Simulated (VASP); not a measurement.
# C (I4_1/amd) in VASP: notebook

C is run at these levels: r2SCAN; tasks: single point.

Everything below comes from runs of VASP 6.6.1. Logs are shortened: lines on timing, memory, paths and dates and some standing lists are left out, and cuts for length are marked.

### Step 1. The cell of the first run

Symmetry: I4_1/amd, No. 141, tetragonal system. The conventional cell has a = 2.517 Å, b = 2.517 Å, c = 3.631 Å, α = 90.00°, β = 90.00°, γ = 90.00°. C (site symmetry -4m2) has 4 C at 1.55 Å within 2.1 Å.

### Step 2. Single point, r2SCAN (uniaxial z strain +2.0%)

Input file POSCAR:

```
C
1.0
    0.0000000000      1.7801241425      1.8157266254
    1.7801241425      0.0000000000      1.8157266254
    1.7801241425      1.7801241425      0.0000000000
C
2
Direct
    0.0000000000      0.0000000000      0.0000000000
    0.2500000000      0.2500000000      0.2500000000
```

Input file INCAR.step1:

```
SYSTEM = C
  PREC = Accurate
  ENCUT = 520
  ISMEAR = 0
  SIGMA = 0.01
  LREAL = .False.
  LASPH = .True.
  NELM = 100
  NBANDS = 11
  GGA = PE
  ALGO = Normal
  EDIFF = 1E-4
  LWAVE = .True.
  LCHARG = .False.
```

Input file INCAR.step2:

```
SYSTEM = C
  PREC = Accurate
  ENCUT = 520
  EDIFF = 1E-7
  ISMEAR = 0
  SIGMA = 0.01
  LREAL = .False.
  LASPH = .True.
  NELM = 100
  ALGO = Normal
  ISIF = 2
  LWAVE = .False.
  LCHARG = .True.
  METAGGA = R2SCAN
  LMIXTAU = .True.
  LELF = .True.
  LVHAR = .True.
  NBANDS = 11
  ISTART = 1
```

Input file KPOINTS:

```
Automatic mesh
0
Gamma
  12 12 12
  0 0 0
```

Potentials or basis: VASP PAW PBE potentials, release 64 (C).

Launch:

```console
$ cat potpaw_PBE.64/C/POTCAR > POTCAR
$ cp INCAR.step1 INCAR
$ mpirun -np 1 vasp_std > vasp.out
$ cp INCAR.step2 INCAR
$ mpirun -np 1 vasp_std > vasp.out
```

OUTCAR:

```text
SYSTEM = C
   PREC = Accurate
   ENCUT = 520
   EDIFF = 1E-7
   ISMEAR = 0
   LREAL = .False.
   LASPH = .True.
   NELM = 100
   ISIF = 2
   METAGGA = R2SCAN
   ISTART = 1

 ion  position               nearest neighbor table
   1  0.000  0.000  0.000-   2 1.55   2 1.55   2 1.55   2 1.55
   2  0.250  0.250  0.250-   1 1.55   1 1.55   1 1.55   1 1.55

  LATTYP: Found a body centered tetragonal cell.
 ALAT       =     2.5174757050
 C/A-ratio  =     1.4424978337

  Lattice vectors:

 A1 = (  -1.7801241425,   0.0000000000,   1.8157266254)
 A2 = (   1.7801241425,   0.0000000000,   1.8157266254)
 A3 = (   0.0000000000,   1.7801241425,  -1.8157266254)

Analysis of symmetry for initial positions (statically):
=====================================================================
 Subroutine PRICEL returns:
 Original cell was already a primitive cell.

 Routine SETGRP: Setting up the symmetry group for a
 body centered tetragonal supercell.

 Subroutine GETGRP returns: Found 16 space group operations
 (whereof  8 operations were pure point group operations)
 out of a pool of 16 trial point group operations.

The static configuration has the point symmetry D_2d.
 The point group associated with its full space group is D_4h.

Analysis of symmetry for dynamics (positions and initial velocities):
=====================================================================
 Subroutine PRICEL returns:
 Original cell was already a primitive cell.

 Routine SETGRP: Setting up the symmetry group for a
 body centered tetragonal supercell.

 Subroutine GETGRP returns: Found 16 space group operations
 (whereof  8 operations were pure point group operations)
 out of a pool of 16 trial point group operations.

The dynamic configuration has the point symmetry D_2d.
 The point group associated with its full space group is D_4h.

 Subroutine INISYM returns: Found 16 space group operations
 (whereof  8 operations are pure point group operations),
 and found     1 'primitive' translations

----------------------------------------------------------------------------------------

                                     Primitive cell

  volume of cell :      11.5075

  direct lattice vectors                    reciprocal lattice vectors
     0.000000000  1.780124143  1.815726625    -0.280879287  0.280879287  0.275371850
     1.780124143  0.000000000  1.815726625     0.280879287 -0.280879287  0.275371850
     1.780124143  1.780124143  0.000000000     0.280879287  0.280879287 -0.275371850

  length of vectors
     2.542775087  2.542775087  2.517475705     0.483338394  0.483338394  0.483338394

  position of ions in fractional coordinates (direct lattice)
     0.000000000  0.000000000  0.000000000
     0.250000000  0.250000000  0.250000000

  ion indices of the primitive-cell ions
   primitive index   ion index
                 1           1
                 2           2

----------------------------------------------------------------------------------------

 KPOINTS: Automatic mesh

Automatic generation of k-mesh.
 Grid dimensions read from file:
 generate k-points for:   12   12   12

 Generating k-lattice:

  Cartesian coordinates                     Fractional coordinates (reciprocal lattice)
    -0.023406607  0.023406607  0.022947654     0.083333333  0.000000000  0.000000000
     0.023406607 -0.023406607  0.022947654     0.000000000  0.083333333  0.000000000
     0.023406607  0.023406607 -0.022947654    -0.000000000 -0.000000000  0.083333333

  Length of vectors
     0.040278200  0.040278200  0.040278200

  Shift w.r.t. Gamma in fractional coordinates (k-lattice)
     0.000000000  0.000000000  0.000000000

 Subroutine IBZKPT returns following result:
 ===========================================

 Found    163 irreducible k-points:

 Following reciprocal coordinates:
            Coordinates               Weight
  0.000000  0.000000  0.000000      1.000000
  0.083333  0.000000  0.000000      8.000000
  0.166667  0.000000  0.000000      8.000000
  0.250000  0.000000  0.000000      8.000000
  0.333333  0.000000  0.000000      8.000000
  0.416667  0.000000  0.000000      8.000000
[... 16 lines left out ...]
  0.500000  0.166667  0.000000      8.000000
 -0.416667  0.166667  0.000000      8.000000
 [... further k-points ...]
   k-points           NKPTS =    163   k-points in BZ     NKDIM =    163   number of bands    NBANDS=     11
   number of dos      NEDOS =    301   number of ions     NIONS =      2
   total plane-waves  NPLWV =   8000
   dimension x,y,z NGX =    20 NGY =   20 NGZ =   20
   dimension x,y,z NGXF=    40 NGYF=   40 NGZF=   40
   ions per type =               2
   NGX,Y,Z   is equivalent  to a cutoff of  13.08, 13.08, 13.21 a.u.
   NGXF,Y,Z  is equivalent  to a cutoff of  26.15, 26.15, 26.41 a.u.
 SYSTEM =  C
   PREC   = accura    normal or accurate (medium, high low for compatibility)
   ISTART =      1    job   : 0-new  1-cont  2-samecut
   ICHARG =      0    charge: 1-file 2-atom 10-const
   ISPIN  =      1    spin polarized calculation?
   LNONCOLLINEAR =      F non collinear calculations
   LSORBIT =      F    spin-orbit coupling
   LASPH  =      T    aspherical Exc in radial PAW
   ENCUT  =  520.0 eV  38.22 Ry    6.18 a.u.   4.73  4.73  4.68*2*pi/ulx,y,z
   NELM   =    100;   NELMIN=  2; NELMDL=  0     # of ELM steps
   EDIFF  = 0.1E-06   stopping-criterion for ELM
   LREAL  =      F    real-space projection
   EDIFFG = 0.1E-05   stopping-criterion for IOM
   NSW    =      0    number of steps for IOM
   IBRION =     -1    ionic relax: 0-MD 1-quasi-New 2-CG
   NFREE  =      0    steps in history (QN), initial steepest desc. (CG)
   ISIF   =      2    stress and relaxation
   ISYM   =      2    0-nonsym 1-usesym 2-fastsym
   POTIM  = 0.5000    time-step for ionic-motion
   TEBEG  =    0.0;   TEEND  =   0.0 temperature during run
   PSTRESS=    0.0 pullay stress
   NELECT =       8.0000    total number of electrons
   NUPDOWN=      -1.0000    fix difference up-down
   EMIN   =  10.00;   EMAX   =-10.00  energy-range for DOS
   EFERMI =   0.00;   METHOD = LEGACY
   ISMEAR =     0;   SIGMA  =   0.01  broadening in eV -4-tet -1-fermi 0-gaus
   EFERMI_NEDOS =   21; number of points for ismear=-14 and -15
   IALGO  =     38    algorithm
   IMIX   =      4    mixing-type and parameters
     AMIX     =   0.40;   BMIX     =  1.00
     AMIX_MAG =   1.60;   BMIX_MAG =  1.00
  volume/ion in A,a.u.               =       5.75        38.83
  Fermi-wavevector in a.u.,A,eV,Ry     =   1.450255  2.740585 28.616326  2.103241
  Thomas-Fermi vector in A             =   2.567888
   LORBIT       =      0    0 simple, 1 ext, 2 COOP (PROOUT), +10 PAW based schemes
   METAGGA = R2SCAN    functional components
   LHFCALC =     F    Hartree Fock is set to
   AEXX    =    0.0000 exact exchange contribution
   IVDW    =     0    specifies the selected vdW correction
   LEPSILON=     F    determine dielectric tensor
   LRPA    =     F    only Hartree local field effects (RPA)
 non-spin polarized calculation
 Gauss-broadening in eV      SIGMA  =   0.01
  energy-cutoff  :      520.00
  volume of cell :       11.51
 maximum number of plane-waves:       322
   NGX =  9   NGY =  9   NGZ =  9

 number of electron       8.0000000 magnetization

 Free energy of the ion-electron system (eV)
  ---------------------------------------------------
  ext. energy  EPLUGINS =         0.00000000
  ---------------------------------------------------
  free energy    TOTEN  =       -19.64382766 eV

  energy without entropy =      -19.64382766  energy(sigma->0) =      -19.64382766

 E-fermi :   9.7716     XC(G=0): -14.1798

 val. band max:        9.6117747852   @ k =   0.0000   0.0000   0.0000
 cond. band min:      13.6590738065   @ k =   0.3333   0.0000   0.3333
 fundamental gap:      4.0472990213
 Fermi energy:         9.7716316225

 k-point     1 :       0.0000    0.0000    0.0000
  band No.  band energies     occupation
      1     -12.9915      2.00000
      2       9.2953      2.00000
      3       9.6118      2.00000
      4       9.6118      2.00000
      5      15.2184      0.00000
      6      15.2184      0.00000
      7      15.4819      0.00000
      8      22.9742      0.00000
      9      29.7080      0.00000
     10      36.1545      0.00000
     11      37.4744      0.00000

 k-point     2 :       0.0833    0.0000    0.0000
  band No.  band energies     occupation
      1     -12.7925      2.00000
      2       8.1864      2.00000
      3       9.0752      2.00000
      4       9.2772      2.00000
      5      15.6694      0.00000
      6      15.7532      0.00000
      7      16.1331      0.00000
      8      23.1898      0.00000
      9      30.0508      0.00000
     10      34.2467      0.00000
     11      35.1041      0.00000

 k-point     3 :       0.1667    0.0000    0.0000
  band No.  band energies     occupation
      1     -12.1982      2.00000
      2       5.5374      2.00000
      3       8.3088      2.00000
      4       8.5569      2.00000
      5      16.6560      0.00000
      6      16.6792      0.00000
      7      17.2437      0.00000
      8      23.8137      0.00000
      9      30.7617      0.00000
     10      32.7611      0.00000
     11      33.3772      0.00000

 k-point     4 :       0.2500    0.0000    0.0000
  band No.  band energies     occupation
      1     -11.2183      2.00000
      2       2.5727      2.00000
      3       7.5277      2.00000
      4       7.8204      2.00000
      5      17.4433      0.00000
      6      17.5982      0.00000
      7      18.0354      0.00000
      8      24.6855      0.00000
      9      31.1687      0.00000
     10      32.5343      0.00000
     11      32.8490      0.00000
[... 239 lines left out ...]
 k-point    22 :       0.4167    0.1667    0.0000
  band No.  band energies     occupation
      1      -8.7500      2.00000
      2      -0.6925      2.00000
      3       4.7820      2.00000
      4       5.4477      2.00000
      5      16.6992      0.00000
      6      20.8098      0.00000
      7      21.0205      0.00000
      8      23.0051      0.00000
      9      31.4999      0.00000
     10      32.6681      0.00000
     11      37.9607      0.00000

 k-point    23 :       0.5000    0.1667    0.0000
  band No.  band energies     occupation
      1      -7.1507      2.00000
      2      -2.9880      2.00000
      3       4.0319      2.00000
      4       5.5506      2.00000
      5      17.1481      0.00000
      6      20.7419      0.00000
      7      20.8704      0.00000
      8      24.7265      0.00000
      9      30.5711      0.00000
     10      34.2499      0.00000
     11      37.1405      0.00000

 k-point    24 :      -0.4167    0.1667    0.0000
  band No.  band energies     occupation
      1      -6.6541      2.00000
      2      -3.5874      2.00000
      3       3.5431      2.00000
      4       5.9513      2.00000
      5      17.6269      0.00000
      6      20.2054      0.00000
      7      20.8215      0.00000
      8      25.7743      0.00000
      9      30.0140      0.00000
     10      34.6340      0.00000
     11      35.1697      0.00000

 [... further k-points ...]
[... 5 lines left out ...]
  --------------------------------------------------------------------------------------
  -------------------------------------------------------------------------------------
  Total       -0.0730948     -0.0730948     -1.4785529      0.0000000      0.0000000     -0.0000000
  in kB      -10.1769094    -10.1769094   -205.8573604      0.0000000      0.0000000     -0.0000000
  external PRESSURE =     -75.4037264 kB  Pullay stress =       0.0000000 kB

 VOLUME and BASIS-vectors are now :
 -----------------------------------------------------------------------------
  energy-cutoff  :      520.00
  volume of cell :       11.51
      direct lattice vectors                 reciprocal lattice vectors
     0.000000000  1.780124143  1.815726625    -0.280879287  0.280879287  0.275371850
     1.780124143  0.000000000  1.815726625     0.280879287 -0.280879287  0.275371850
     1.780124143  1.780124143  0.000000000     0.280879287  0.280879287 -0.275371850

 POSITION                                       TOTAL-FORCE (eV/Angst)
 -----------------------------------------------------------------------------------
      0.00000      0.00000      0.00000         0.000000      0.000000      0.000000
      0.89006      0.89006      0.90786        -0.000000     -0.000000     -0.000000
 -----------------------------------------------------------------------------------
    total drift:                                0.000000      0.000000      0.000000

  FREE ENERGIE OF THE ION-ELECTRON SYSTEM (eV)
  ---------------------------------------------------
  free  energy   TOTEN  =       -19.6438276610 eV

  energy  without entropy=      -19.6438276610  energy(sigma->0) =      -19.64382766
```

Run time: 96 s. Hardware: 1 thread of Intel Xeon Platinum 8488C (Sapphire Rapids), shared host; peak memory 0.13 GiB.

What came out:

| Property | Result |
| --- | --- |
| Free energy | -19.6438 eV |
| Pressure | -7.5 GPa |
| Band gap on the k mesh | 4.05 eV, indirect (least direct gap 5.61 eV) |

Levels at points of the mesh, in eV from the valence-band top:
| k point | band 1 | band 2 | band 3 | band 4 | band 5 | band 6 | band 7 | band 8 |
| --- | --- | --- | --- | --- | --- | --- | --- | --- |
| (0.00, 0.00, 0.00) | -22.60 | -0.32 | 0.00 | 0.00 | 5.61 | 5.61 | 5.87 | 13.36 |
| (0.50, 0.00, 0.00) | -16.74 | -13.99 | -3.23 | -2.86 | 8.33 | 8.79 | 9.12 | 16.45 |
| (0.50, 0.50, 0.00) | -13.79 | -13.79 | -6.47 | -6.47 | 5.18 | 5.18 | 17.47 | 17.47 |
| (0.50, 0.00, 0.50) | -13.48 | -13.48 | -6.77 | -6.77 | 4.70 | 4.70 | 17.56 | 17.56 |

Caveat: the cell differs from its parent crystal (uniaxial z strain +2.0%); the PAW data sets were made with another functional, which shifts forces and pressure a little. A k mesh can miss the band edges.

### Step 3. Single point, r2SCAN (uniaxial z strain +3.0%)

Input file POSCAR:

```
C
1.0
    0.0000000000      1.7801241425      1.8335278668
    1.7801241425      0.0000000000      1.8335278668
    1.7801241425      1.7801241425      0.0000000000
C
2
Direct
    0.0000000000      0.0000000000      0.0000000000
    0.2500000000      0.2500000000      0.2500000000
```

Input file INCAR.step1:

```
PREC = Accurate
ENCUT = 520
ISMEAR = 0
SIGMA = 0.01
LREAL = F
LASPH = T
NELM = 80
NBANDS = 11
GGA = PE
ALGO = Normal
EDIFF = 1E-4
LWAVE = T
LCHARG = F
```

Input file INCAR.step2:

```
PREC = Accurate
ENCUT = 520
EDIFF = 1E-6
ISMEAR = 0
SIGMA = 0.01
LREAL = F
LASPH = T
NELM = 80
ALGO = Normal
ISIF = 2
LWAVE = F
LCHARG = F
METAGGA = R2SCAN
LMIXTAU = T
NBANDS = 11
ISTART = 1
```

Input file KPOINTS:

```
Automatic mesh
0
Gamma
  12 12 12
```

Potentials or basis: VASP PAW PBE potentials, release 64 (C).

Launch:

```console
$ cat potpaw_PBE.64/C/POTCAR > POTCAR
$ cp INCAR.step1 INCAR
$ mpirun -np 1 vasp_std > vasp.out
$ cp INCAR.step2 INCAR
$ mpirun -np 1 vasp_std > vasp.out
```

Run time: 77 s. Hardware: 1 thread of Intel Xeon Platinum 8488C (Sapphire Rapids), shared host; peak memory 0.13 GiB.

It converged, with:

```
Free energy            : -19.6259 eV
Pressure               : -11.6 GPa
Band gap on the k mesh : 3.90 eV, indirect (least direct gap 5.49 eV)
```

Stress tensor (GPa, compression positive):
```
 -1.84   0.00   0.00
  0.00  -1.84   0.00
  0.00   0.00 -31.00
```

Levels at points of the mesh, in eV from the valence-band top:
```
           k point  band 2  band 3  band 4  band 5  band 6  band 7
(0.00, 0.00, 0.00)   -0.47    0.00    0.00    5.49    5.49    5.88
(0.50, 0.00, 0.00)  -13.93   -3.35   -2.79    7.99    8.73    9.13
(0.50, 0.50, 0.00)  -13.87   -6.36   -6.36    5.26    5.26   17.22
(0.50, 0.00, 0.50)  -13.41   -6.81   -6.81    4.56    4.56   17.34
```

Caveat: the cell differs from its parent crystal (uniaxial z strain +3.0%); the PAW data sets were made with another functional, which shifts forces and pressure a little. A k mesh can miss the band edges.
